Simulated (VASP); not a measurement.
# CaO (Fm-3m) in VASP: a series of runs, part 2 of 2

VASP 6.6.1.

**4. Vibrations by perturbation theory, PBEsol**

Input file INCAR:

```
SYSTEM = CaO
PREC     = Accurate       ! precision mode
ENCUT    = 520            ! plane-wave cutoff, eV
EDIFF    = 1E-8           ! SCF threshold, eV
ISMEAR   = 0              ! smearing method
SIGMA    = 0.01           ! smearing width, eV
LREAL    = .FALSE.        ! projectors in reciprocal space
LASPH    = .TRUE.         ! aspherical terms in the spheres
NELM     = 80             ! most SCF steps
ALGO     = Normal         ! electronic algorithm
ISIF     = 2              ! what is computed and relaxed
LWAVE    = .FALSE.        ! write WAVECAR
LCHARG   = .FALSE.        ! write CHGCAR
GGA      = PS             ! functional
NBANDS   = 15             ! bands
IBRION   = 8              ! ionic algorithm
NSW      = 1              ! ionic steps
LEPSILON = .TRUE.         ! dielectric tensor by DFPT
```

Input file KPOINTS:

```
regular mesh
0
G
  7 7 7
  0 0 0
```

Input file POSCAR:

```
CaO
1.0
    0.0000000000      2.4035556960      2.4035556960
    2.4035556960      0.0000000000      2.4035556960
    2.4035556960      2.4035556960      0.0000000000
Ca O
1 1
Direct
    0.0000000000      0.0000000000      0.0000000000
    0.5000000000      0.5000000000      0.5000000000
```

Potentials or basis: VASP PAW PBE potentials, release 64 (Ca_sv, O).

Started as:

```
cat potpaw_PBE.64/Ca_sv/POTCAR potpaw_PBE.64/O/POTCAR > POTCAR
mpirun -np 1 vasp_std > vasp.out
```

OUTCAR:

```text
SYSTEM = CaO
   PREC = Accurate
   ENCUT = 520
   EDIFF = 1E-8
   ISMEAR = 0
   LREAL = .FALSE.
   LASPH = .TRUE.
   NELM = 80
   ISIF = 2
   GGA = PS
   IBRION = 8
   NSW = 1
   LEPSILON = .TRUE.

 ion  position               nearest neighbor table
   1  0.000  0.000  0.000-   2 2.40   2 2.40   2 2.40   2 2.40   2 2.40   2 2.40
   2  0.500  0.500  0.500-   1 2.40   1 2.40   1 2.40   1 2.40   1 2.40   1 2.40

  LATTYP: Found a face centered cubic cell.
 ALAT       =     4.8071113920

  Lattice vectors:

 A1 = (   0.0000000000,   2.4035556960,   2.4035556960)
 A2 = (   2.4035556960,   0.0000000000,   2.4035556960)
 A3 = (   2.4035556960,   2.4035556960,   0.0000000000)

Analysis of symmetry for initial positions (statically):
=====================================================================
 Subroutine PRICEL returns:
 Original cell was already a primitive cell.
[... 654 lines left out ...]

 SECOND DERIVATIVES (NOT SYMMETRIZED)
 ------------------------------------
               1X          1Y          1Z          2X          2Y          2Z
  1X    -2.867778    0.000000    0.000000    2.867778    0.000000    0.000000
  1Y     0.000000   -2.867778    0.000000    0.000000    2.867778    0.000000
  1Z     0.000000    0.000000   -2.867778    0.000000    0.000000    2.867778
  2X     2.849605    0.000000    0.000000   -2.849605    0.000000    0.000000
  2Y     0.000000    2.849605    0.000000    0.000000   -2.849605    0.000000
  2Z     0.000000    0.000000    2.849605    0.000000    0.000000   -2.849605

 Eigenvectors and eigenvalues of the dynamical matrix
 ----------------------------------------------------

   1 f  =    7.811267 THz    49.079639 2PiTHz  260.555823 cm-1    32.304790 meV
             X         Y         Z           dx          dy          dz
      0.000000  0.000000  0.000000     0.000000    0.535365    0.000000
      2.403556  2.403556  2.403556     0.000000   -0.844621    0.000000
[... 21 lines left out ...]
   6 f/i=    0.011227 THz     0.070543 2PiTHz    0.374501 cm-1     0.046432 meV
             X         Y         Z           dx          dy          dz
      0.000000  0.000000  0.000000     0.000000    0.000000    0.844621
      2.403556  2.403556  2.403556     0.000000    0.000000    0.535365

--------------------------------------------------------------------------------------------------------

 MACROSCOPIC STATIC DIELECTRIC TENSOR IONIC CONTRIBUTION
 ------------------------------------------------------
          12.638973     0.000000     0.000000
           0.000000    12.638973     0.000000
           0.000000     0.000000    12.638973
 ------------------------------------------------------

 ELASTIC MODULI CONTR FROM IONIC RELAXATION (kBar)
 Direction    XX          YY          ZZ          XY          YZ          ZX
 --------------------------------------------------------------------------------
 XX           0.0000      0.0000      0.0000      0.0000      0.0000      0.0000
 YY           0.0000      0.0000      0.0000      0.0000      0.0000      0.0000
 ZZ           0.0000      0.0000      0.0000      0.0000      0.0000      0.0000
 XY           0.0000      0.0000      0.0000      0.0000      0.0000      0.0000
 YZ           0.0000      0.0000      0.0000      0.0000      0.0000      0.0000
 ZX           0.0000      0.0000      0.0000      0.0000      0.0000      0.0000
 --------------------------------------------------------------------------------

 PIEZOELECTRIC TENSOR IONIC CONTR  for field in x, y, z        (C/m^2)
          XX          YY          ZZ          XY          YZ          ZX
  --------------------------------------------------------------------------------
  x     0.00000     0.00000     0.00000     0.00000     0.00000     0.00000
  y     0.00000     0.00000     0.00000     0.00000     0.00000     0.00000
  z     0.00000     0.00000     0.00000     0.00000     0.00000     0.00000
```

stdout:

```text
POSCAR found type information on POSCAR CaO
 POSCAR found :  2 types and       2 ions
 scaLAPACK will be used
 -----------------------------------------------------------------------------
|                                                                             |
|                                                                             |
[... 39 lines left out ...]
 first order change of Fermi-energy   0.10411E-02
 force on displaced ion       1 direction 1 :  -2.868   0.000   0.000
 Born effective charge ion    1 direction 1 :   2.354   0.000   0.000
 Linear response progress:
 first order change of Fermi-energy  -0.31430E-03
 force on displaced ion       2 direction 1 :  -2.850   0.000   0.000
 Born effective charge ion    2 direction 1 :  -2.356   0.000   0.000
 Born effective charges drift removed
 Linear response finished
```

Run time: 4.1 min. Hardware: 1 thread of Intel Xeon Platinum 8488C (Sapphire Rapids), shared host; peak memory 0.2 GiB.

Results:

```
Electronic dielectric tensor (diagonal)                 : 3.85
Born charges (mean of the diagonal)                     : Ca +2.35; O -2.35 e
Highest phonon frequency at Γ, LO-TO splitting left out : 261 cm⁻¹
```

Phonon frequencies in cm⁻¹ (negative: imaginary):
| q point | frequencies |
| --- | --- |
| (0.000, 0.000, 0.000) | 0 0 0 261 261 261 |

Electronic dielectric tensor:
```
3.85 0.00 0.00
0.00 3.85 0.00
0.00 0.00 3.85
```

Born effective charge tensors (e):
atom 1, Ca
```
2.35 0.00 0.00
0.00 2.35 0.00
0.00 0.00 2.35
```
atom 2, O
```
-2.35  0.00  0.00
 0.00 -2.35  0.00
 0.00  0.00 -2.35
```

Caveat: the cell wasn't relaxed at this level first, which shifts response properties; the PAW data sets were made with another functional, which shifts forces and pressure a little.

**5. Dielectric tensor, PBEsol**

Input file INCAR:

```
SYSTEM = CaO
  ALGO = Normal
  EDIFF = 1E-8
  ENCUT = 520
  GGA = PS
  ISIF = 2
  ISMEAR = 0
  LASPH = .TRUE.
  LCHARG = .FALSE.
  LEPSILON = .TRUE.
  LREAL = .FALSE.
  LWAVE = .FALSE.
  NELM = 60
  PREC = Accurate
  SIGMA = 0.01
```

Input file KPOINTS:

```
k-points
0
G
  10 10 10
  0 0 0
```

POSCAR is that of step 4.

Potentials or basis: VASP PAW PBE potentials, release 64 (Ca_sv, O).

Started as:

```
cat potpaw_PBE.64/Ca_sv/POTCAR potpaw_PBE.64/O/POTCAR > POTCAR
mpirun -np 1 vasp_std > vasp.out
```

OUTCAR:

```text
SYSTEM = CaO
   EDIFF = 1E-8
   ENCUT = 520
   GGA = PS
   ISIF = 2
   ISMEAR = 0
   LASPH = .TRUE.
   LEPSILON = .TRUE.
   LREAL = .FALSE.
   NELM = 60
   PREC = Accurate

 ion  position               nearest neighbor table
   1  0.000  0.000  0.000-   2 2.40   2 2.40   2 2.40   2 2.40   2 2.40   2 2.40
   2  0.500  0.500  0.500-   1 2.40   1 2.40   1 2.40   1 2.40   1 2.40   1 2.40

  LATTYP: Found a face centered cubic cell.
 ALAT       =     4.8071113920

  Lattice vectors:

 A1 = (   0.0000000000,   2.4035556960,   2.4035556960)
 A2 = (   2.4035556960,   0.0000000000,   2.4035556960)
[... 608 lines left out ...]
 -----------------------------------------------------------------------------
    -0.00004  0.00000 -0.00000
     0.00000 -0.00004 -0.00000
    -0.00000  0.00000 -0.00027

 MACROSCOPIC STATIC DIELECTRIC TENSOR (including local field effects in DFT)
 ------------------------------------------------------
           3.844085    -0.000000    -0.000000
          -0.000000     3.844085     0.000000
          -0.000000     0.000000     3.844085
 ------------------------------------------------------

 PIEZOELECTRIC TENSOR (including local field effects)  for field in x, y, z        (e  Angst)
          XX          YY          ZZ          XY          YZ          ZX
  --------------------------------------------------------------------------------
  x     0.00000     0.00000     0.00000     0.00000     0.00000     0.00000
  y     0.00000     0.00000     0.00000     0.00000     0.00000     0.00000
  z     0.00000     0.00000     0.00000     0.00000     0.00000     0.00000

 PIEZOELECTRIC TENSOR (including local field effects)  for field in x, y, z        (C/m^2)
          XX          YY          ZZ          XY          YZ          ZX
  --------------------------------------------------------------------------------
  x     0.00000     0.00000     0.00000     0.00000     0.00000     0.00000
  y     0.00000     0.00000     0.00000     0.00000     0.00000     0.00000
  z     0.00000     0.00000     0.00000     0.00000     0.00000     0.00000

 BORN EFFECTIVE CHARGES (including local field effects) (in |e|, cummulative output)
 ---------------------------------------------------------------------------------
 ion    1
    1     2.35381    -0.00000     0.00000
    2     0.00000     2.35381     0.00000
    3     0.00000     0.00000     2.35381
 ion    2
    1    -2.35381     0.00000     0.00000
    2    -0.00000    -2.35381     0.00000
    3     0.00000     0.00000    -2.35381
```

OSZICAR:

```text
N       E                     dE             d eps       ncg     rms          rms(c)
DAV:   1     0.131193093638E+03    0.13119E+03   -0.85481E+03  1128   0.136E+03
DAV:   2    -0.855443438927E+01   -0.13975E+03   -0.13128E+03  1312   0.340E+02
DAV:   3    -0.147169596136E+02   -0.61625E+01   -0.61114E+01  1408   0.745E+01
[... 11 lines left out ...]
RMM:   9    -0.236738762022E+00    0.40111E-05   -0.18798E-05  5806   0.174E-02    0.586E-04
RMM:  10    -0.236738137622E+00    0.62440E-06   -0.17732E-05  5790   0.731E-03    0.332E-04
RMM:  11    -0.236743872363E+00   -0.57347E-05   -0.66524E-06  5833   0.370E-03    0.127E-04
RMM:  12    -0.236744904292E+00   -0.10319E-05   -0.51762E-06  5788   0.179E-03    0.218E-04
RMM:  13    -0.236746402951E+00   -0.14987E-05   -0.22764E-06  5667   0.990E-04    0.124E-04
RMM:  14    -0.236745963101E+00    0.43985E-06   -0.15666E-06  5325   0.479E-04    0.213E-05
RMM:  15    -0.236745926111E+00    0.36990E-07   -0.70463E-07  4704   0.241E-04    0.612E-06
```

It took 4.8 min on 1 thread of Intel Xeon Platinum 8488C (Sapphire Rapids), shared host; peak memory 0.24 GiB.

What came out:

```yaml
Band_gap_on_the_k_mesh: 3.54 eV, indirect (least direct gap 3.91 eV)
Electronic_dielectric_tensor_diagonal: 3.84
Born_charges_mean_of_the_diagonal: Ca +2.35; O -2.35 e
```

Electronic dielectric tensor:
```
3.84 0.00 0.00
0.00 3.84 0.00
0.00 0.00 3.84
```

Born effective charge tensors (e):
atom 1, Ca
```
2.35 0.00 0.00
0.00 2.35 0.00
0.00 0.00 2.35
```
atom 2, O
```
-2.35  0.00  0.00
 0.00 -2.35  0.00
 0.00  0.00 -2.35
```

Caveat: the PAW data sets were made with another functional, which shifts forces and pressure a little.

**6. Elastic constants, PBEsol**

Input file INCAR:

```
PREC = Accurate ; ENCUT = 600
EDIFF = 1E-8 ; ISMEAR = 0
SIGMA = 0.01 ; LREAL = F
LASPH = T ; NELM = 60
ALGO = Normal ; ISIF = 3
LWAVE = F ; LCHARG = T
GGA = PS ; NBANDS = 15
IBRION = 6 ; NFREE = 2
POTIM = 0.015 ; NSW = 1
```

Input file KPOINTS:

```
regular mesh
0
Gamma
  7 7 7
```

POSCAR is that of step 5.

Potentials or basis: VASP PAW PBE potentials, release 64 (Ca_sv, O).

Started as:

```
cat potpaw_PBE.64/Ca_sv/POTCAR potpaw_PBE.64/O/POTCAR > POTCAR
mpirun -np 1 vasp_std > vasp.out
```

It took 4.2 min on 1 thread of Intel Xeon Platinum 8488C (Sapphire Rapids), shared host; peak memory 0.23 GiB.

The run converged. Its results:

```
Elastic constants C11, C12, C44                         : 210, 57, 76 GPa
Voigt bulk modulus                                      : 108 GPa
Highest phonon frequency at Γ, LO-TO splitting left out : 261 cm⁻¹
```

Phonon frequencies in cm⁻¹ (negative: imaginary):
```tsv
q point	frequencies
(0.000, 0.000, 0.000)	0 0 0 261 261 261
```

Elastic tensor in Voigt notation (GPa, in the Cartesian axes of the cell as first typed):
```
210  57  57   0   0   0
 57 210  57   0   0   0
 57  57 210   0   0   0
  0   0   0  76   0   0
  0   0   0   0  76   0
  0   0   0   0   0  76
```

Clamped-ion elastic tensor (GPa):
```
210  57  57   0   0   0
 57 210  57   0   0   0
 57  57 210   0   0   0
  0   0   0  76   0   0
  0   0   0   0  76   0
  0   0   0   0   0  76
```

Caveat: the cell is under stress, which shifts elastic constants; the PAW data sets were made with another functional, which shifts forces and pressure a little.

**7. Dielectric tensor, r2SCAN**

Input file INCAR:

```
PREC = Accurate ; ENCUT = 520
EDIFF = 1E-8 ; ISMEAR = 0
SIGMA = 0.01 ; LREAL = False
LASPH = True ; NELM = 80
ALGO = Normal ; ISIF = 2
LWAVE = False ; LCHARG = False
METAGGA = R2SCAN ; LMIXTAU = True
LCALCEPS = True
```

Input file KPOINTS:

```
regular mesh
0
Gamma
  10 10 10
```

POSCAR is that of step 6.

Potentials or basis: VASP PAW PBE potentials, release 64 (Ca_sv, O).

Started as:

```
cat potpaw_PBE.64/Ca_sv/POTCAR potpaw_PBE.64/O/POTCAR > POTCAR
mpirun -np 1 vasp_std > vasp.out
```

OUTCAR:

```text
PREC = Accurate
   ENCUT = 520
   EDIFF = 1E-8
   ISMEAR = 0
   LREAL = False
   LASPH = True
   NELM = 80
   ISIF = 2
   METAGGA = R2SCAN

 ion  position               nearest neighbor table
   1  0.000  0.000  0.000-   2 2.40   2 2.40   2 2.40   2 2.40   2 2.40   2 2.40
   2  0.500  0.500  0.500-   1 2.40   1 2.40   1 2.40   1 2.40   1 2.40   1 2.40

  LATTYP: Found a face centered cubic cell.
 ALAT       =     4.8071113920

  Lattice vectors:

 A1 = (   0.0000000000,   2.4035556960,   2.4035556960)
 A2 = (   2.4035556960,   0.0000000000,   2.4035556960)
 A3 = (   2.4035556960,   2.4035556960,   0.0000000000)

Analysis of symmetry for initial positions (statically):
=====================================================================
 Subroutine PRICEL returns:
 Original cell was already a primitive cell.

[... 559 lines left out ...]
  y     0.00000     0.00000     0.00000     0.00000     0.00000     0.00000
  z     0.00000     0.00000     0.00000     0.00000     0.00000     0.00000

 PIEZOELECTRIC TENSOR (including local field effects) (C/m^2)
          XX          YY          ZZ          XY          YZ          ZX
  --------------------------------------------------------------------------------
  x     0.00000     0.00000     0.00000     0.00000     0.00000     0.00000
  y     0.00000     0.00000     0.00000     0.00000     0.00000     0.00000
  z     0.00000     0.00000     0.00000     0.00000     0.00000     0.00000

 BORN EFFECTIVE CHARGES (including local field effects) (in |e|, cummulative output)
 ---------------------------------------------------------------------------------
 ion    1
    1     2.31489     0.00000     0.00000
    2    -0.00000     2.31489    -0.00000
    3     0.00000     0.00000     2.31489
 ion    2
    1    -2.31489    -0.00000    -0.00000
    2     0.00000    -2.31489     0.00000
    3    -0.00000    -0.00000    -2.31489

  FORCE on cell =-STRESS in cart. coord.  units (eV):
  Direction    XX          YY          ZZ          XY          YZ          ZX
  --------------------------------------------------------------------------------------
  -------------------------------------------------------------------------------------
  Total        0.0279794      0.0279794      0.0279794      0.0000000      0.0000000      0.0000000
  in kB        1.6141965      1.6141965      1.6141965      0.0000000      0.0000000      0.0000000
  external PRESSURE =       1.6141965 kB  Pullay stress =       0.0000000 kB

 VOLUME and BASIS-vectors are now :
 -----------------------------------------------------------------------------
  energy-cutoff  :      520.00
  volume of cell :       27.77
      direct lattice vectors                 reciprocal lattice vectors
     0.000000000  2.403555696  2.403555696    -0.208025136  0.208025136  0.208025136
     2.403555696  0.000000000  2.403555696     0.208025136 -0.208025136  0.208025136
     2.403555696  2.403555696  0.000000000     0.208025136  0.208025136 -0.208025136

 POSITION                                       TOTAL-FORCE (eV/Angst)
 -----------------------------------------------------------------------------------
      0.00000      0.00000      0.00000        -0.000000     -0.000000     -0.000000
      2.40356      2.40356      2.40356         0.000000      0.000000      0.000000
 -----------------------------------------------------------------------------------
    total drift:                                0.000000      0.000000      0.000000

  FREE ENERGIE OF THE ION-ELECTRON SYSTEM (eV)
  ---------------------------------------------------
  free  energy   TOTEN  =       -19.4541286020 eV

  energy  without entropy=      -19.4541286020  energy(sigma->0) =      -19.45412860
```

OSZICAR:

```text
N       E                     dE             d eps       ncg     rms          rms(c)
DAV:   1     0.127108208742E+03    0.12711E+03   -0.87147E+03  1128   0.139E+03
DAV:   2    -0.184340286896E+02   -0.14554E+03   -0.13665E+03  1304   0.352E+02
DAV:   3    -0.250227914226E+02   -0.65888E+01   -0.65304E+01  1420   0.789E+01
[... 13 lines left out ...]
DMP:  12    -0.194541285459E+02   -0.33702E-07   -0.28020E-07  3384   0.350E-07   0.675E-07
DMP:  13    -0.194541285695E+02   -0.23540E-07   -0.18018E-07  3384   0.205E-07   0.472E-07
DMP:  14    -0.194541285848E+02   -0.15331E-07   -0.11747E-07  3384   0.130E-07   0.315E-07
DMP:  15    -0.194541285951E+02   -0.10261E-07   -0.78000E-08  3384   0.837E-08   0.214E-07
DMP:  16    -0.194541286020E+02   -0.69078E-08   -0.53185E-08  3384   0.564E-08   0.147E-07
   1 F= -.19454129E+02 E0= -.19454129E+02  d E =-.380414E-56
```

It took 80 min on 1 thread of Intel Xeon Platinum 8488C (Sapphire Rapids), shared host; peak memory 0.53 GiB.

Results:

| Property | Result |
| --- | --- |
| Band gap on the k mesh | 4.19 eV, indirect (least direct gap 4.56 eV) |
| Electronic dielectric tensor (diagonal) | 3.50 |
| Born charges (mean of the diagonal) | Ca +2.31; O -2.31 e |

Electronic dielectric tensor:
```
3.50 0.00 0.00
0.00 3.50 0.00
0.00 0.00 3.50
```

Born effective charge tensors (e):
atom 1, Ca
```
2.31 0.00 0.00
0.00 2.31 0.00
0.00 0.00 2.31
```
atom 2, O
```
-2.31  0.00  0.00
 0.00 -2.31  0.00
 0.00  0.00 -2.31
```

Dipole moments of the cell (e·Å, modulo the quantum): ionic -14.421, -14.421, -14.421; electronic 0.000, 0.000, 0.004

Caveat: the PAW data sets were made with another functional, which shifts forces and pressure a little. A k mesh can miss the band edges.

**8. Overview**

```tsv
task	level	potentials or basis	k mesh	cutoff (eV)	smearing	k mesh for the DOS	occupations for the DOS	ions in elastic constants	gap on the mesh (eV)
density of states	PBE	VASP PAW PBE potentials, release 64 (Ca_sv, O)	10 × 10 × 10	520	fermi-dirac 0.1 eV	15 × 15 × 15	tetrahedron	-	-
dielectric tensor	LDA	VASP PAW LDA potentials, release 64 (Ca_sv, O)	10 × 10 × 10	520	gaussian 0.01 eV	-	-	-	3.46
vibrations by perturbation theory	PBEsol	VASP PAW PBE potentials, release 64 (Ca_sv, O)	7 × 7 × 7	520	gaussian 0.01 eV	-	-	-	-
dielectric tensor	PBEsol	VASP PAW PBE potentials, release 64 (Ca_sv, O)	10 × 10 × 10	520	gaussian 0.01 eV	-	-	-	3.54
elastic constants	PBEsol	VASP PAW PBE potentials, release 64 (Ca_sv, O)	7 × 7 × 7	600	gaussian 0.01 eV	-	-	relaxed	-
dielectric tensor	r2SCAN	VASP PAW PBE potentials, release 64 (Ca_sv, O)	10 × 10 × 10	520	gaussian 0.01 eV	-	-	-	4.19
```

Alike in all rows: no spin polarisation; cell as given.

Caveats: the PAW data sets were made with another functional, which shifts forces and pressure a little (some runs); the cell wasn't relaxed at this level first, which shifts response properties (some runs); the cell is under stress, which shifts elastic constants (some runs).

Absolute energies hang on the potentials; compare differences alone.
